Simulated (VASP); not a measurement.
Crystal: Au.

```
Au
1.0
     4.70444    0.00000    0.00000
     0.00000    2.87277    0.00000
     0.00000    0.00000    5.11088
Au
4
Direct
  0.25000 0.00000 0.17052
  0.75000 0.00000 0.82948
  0.25000 0.50000 0.68047
  0.75000 0.50000 0.31953
```

- Program: VASP 6.6.1
- Task: relaxation of cell and atoms
- Functional: PBE
- Potentials or basis: VASP PAW PBE potentials, release 64 (Au)
- Cutoff: 600 eV
- k mesh: 4 × 6 × 4
- Occupations: gaussian, width 0.1 eV
- Spin: no spin polarisation

At the start: pressure 7.0 GPa; volume 17.27 Å³/atom.

Question: Where does the relaxation end?

Answer: Over 12 steps the energy falls by 41.3 meV/atom and the volume is 18.01 Å³/atom (+4.3 %); space group Cmcm (No. 63, to 0.05 Å).

The path:
```csv
step,energy change (eV),largest force (eV/Å),pressure (GPa),volume (Å³)
1,0.0000,0.4006,6.98,69.07
2,0.0005,0.0804,-7.16,76.85
3,-0.0897,0.1996,-1.09,72.73
4,-0.1251,0.0990,-0.67,72.45
5,-0.1463,0.0288,-0.09,72.11
6,-0.1480,0.0964,0.24,71.96
7,-0.1594,0.1063,-0.14,72.13
8,-0.1612,0.1155,-0.29,72.24
9,-0.1646,0.0306,0.48,71.80
10,-0.1646,0.0334,0.45,71.81
11,-0.1643,0.0378,-0.68,72.36
12,-0.1651,0.0258,-0.02,72.06
```

Final structure:
```cif
data_structure
_symmetry_space_group_name_H-M 'P 1'
_symmetry_Int_Tables_number 1
_cell_length_a 4.8014
_cell_length_b 3.0702
_cell_length_c 4.8882
_cell_angle_alpha 90.000
_cell_angle_beta 90.000
_cell_angle_gamma 90.000
_cell_volume 72.06
loop_
_atom_site_label
_atom_site_type_symbol
_atom_site_fract_x
_atom_site_fract_y
_atom_site_fract_z
_atom_site_occupancy
Au1 Au 0.25000 0.00000 0.17486 1
Au2 Au 0.75000 0.00000 0.82514 1
Au3 Au 0.25000 0.50000 0.67504 1
Au4 Au 0.75000 0.50000 0.32496 1
```

Caveat: the k points lie up to 0.34 Å⁻¹ apart in the final cell.
